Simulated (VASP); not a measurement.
## SiC (e600): single point with PBEsol

SiC (e600):

```xyz
2
Lattice="0.0036 2.1966 2.1718 2.1966 0.0036 2.1718 2.2002 2.2002 0.0000" Properties=species:S:1:pos:R:3 pbc="T T T"
Si    0.0000    0.0000    0.0007
C     1.1001    1.1001    1.0852
```

This cell differs from its parent crystal: strained cell.

* Program: VASP 6.6.1
* Task: single point
* Functional: PBEsol
* Potentials or basis: VASP PAW PBE potentials, release 64 (Si, C)
* Cutoff: 600 eV
* k mesh: 10 × 10 × 10
* Occupations: gaussian, width 0.02 eV
* Spin: no spin polarisation

```json
{"Pressure": "-2.7 GPa", "Band gap on the k mesh": "1.13 eV, indirect (least direct gap 4.41 eV)"}
```

Stress tensor (GPa, compression positive):
```
-3.67 -0.77  0.00
-0.77 -3.67  0.00
 0.00  0.00 -0.87
```

Levels at points of the mesh, in eV from the valence-band top:
```
           k point  band 2  band 3  band 4  band 5  band 6  band 7
(0.00, 0.00, 0.00)   -0.09   -0.06    0.00    5.98    7.08    7.09
(0.50, 0.00, 0.00)   -8.57   -1.19   -1.04    5.17    6.93    7.14
(0.50, 0.50, 0.00)   -7.75   -3.34   -3.29    1.13    3.98   13.72
(0.00, 0.00, 0.50)   -8.58   -1.16   -1.03    5.22    6.98    7.14
(0.50, 0.00, 0.50)   -7.89   -3.20   -3.19    1.23    4.17   13.59
```

Wall time 39 s on 1 thread of Intel Xeon 6975P-C (shared host), peak memory 0.18 GiB.

Caveat: the cell differs from its parent crystal (strained cell); the PAW data sets were made with another functional, which shifts forces and pressure a little. A k mesh can miss the band edges.
